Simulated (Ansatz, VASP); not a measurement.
## Two plane-wave programs on TiAl2

Contents of INCAR:

```
SYSTEM = TiAl2
ALGO = Fast ; EDIFF = 1E-6
ENCUT = 520 ; ISIF = 2
ISMEAR = 0 ; LASPH = .True.
LCHARG = .True. ; LELF = .True.
LREAL = .False. ; LVHAR = .True.
LWAVE = .False. ; NBANDS = 27
NELM = 80 ; PREC = Accurate
SIGMA = 0.15
```

The input KPOINTS:

```
k-points
0
Gamma
  12 12 12
  0 0 0
```

Contents of POSCAR:

```
TiAl2
1.0
    1.9747148154     -6.1060303540      0.0000000000
    1.9747148154      6.1060303540      0.0000000000
    0.0000000000      0.0000000000      3.9124478829
Ti Al
2 4
Direct
    0.6560576955      0.3439423045      0.0000000000
    0.3439423045      0.6560576955      0.0000000000
    0.0000000000      0.0000000000      0.0000000000
    0.8269820961      0.1730179039      0.5000000000
    0.1730179039      0.8269820961      0.5000000000
    0.5000000000      0.5000000000      0.5000000000
```

Input for Ansatz:

```yaml
crystal:
  lattice:
    - [1.9747148154, -6.106030354, 0.0]
    - [1.9747148154, 6.106030354, 0.0]
    - [0.0, 0.0, 3.9124478829]
  atoms:
    - { symbol: Ti, position: [0.6560576955, 0.3439423045, 0.0] }
    - { symbol: Ti, position: [0.3439423045, 0.6560576955, 0.0] }
    - { symbol: Al, position: [0.0, 0.0, 0.0] }
    - { symbol: Al, position: [0.8269820961, 0.1730179039, 0.5] }
    - { symbol: Al, position: [0.1730179039, 0.8269820961, 0.5] }
    - { symbol: Al, position: [0.5, 0.5, 0.5] }
basis:
  ecutwfc: 520.0
kpoints:
  mp_grid: { grid: [12, 12, 12] }
hamiltonian:
  xc: lda
  pseudopotentials: { kind: paw, azcp: { folder: soft_1 } }
scf:
  occupations: { method: gaussian, width: 0.15 }
output:
  forces: true
  stress: true
  eigenvalues: true
```

Change from the starting cell: volume 15.725 Å^3 an atom, stretch along c over the lengths across it, relative to the relaxed cell 0.9736.

Alike in both runs: task single point; functional LDA; k mesh 12 × 12 × 12; occupations gaussian, width 0.15 eV; no spin polarisation.

|  | VASP | Ansatz |
| --- | --- | --- |
| version | VASP 6.6.1 | Ansatz 0.2.0 |
| potentials or method | VASP PAW LDA potentials, release 64 (Ti_sv, Al), cutoff 520 eV | scalar-relativistic, plane waves, PAW |
| valence electrons in the cell | 36 | 36 |

Ansatz gave:

| Property | Result |
| --- | --- |
| gap on the k mesh at the Fermi level (eV) | none |
| pressure (GPa) | -4.4 |
| traceless stress, the component that is largest in VASP (GPa) | 2.28 |
| rms of the force components (eV/Å) | 0.039 |

Question: Estimate VASP's values.

Answer: gap on the k mesh at the Fermi level (eV): none; pressure (GPa): -4.3; traceless stress, the component that is largest in VASP (GPa): 2.27; rms of the force components (eV/Å): 0.038.

Ansatz warns that its potentials were made for another functional, while VASP's fit it. LDA's correlation is that of Perdew and Zunger in VASP and of Perdew and Wang (1992) in Ansatz. Atom by atom the forces differ by 0.002 eV/Å (rms over components). A gap of «none» marks a metal or a gap that the smearing closes.
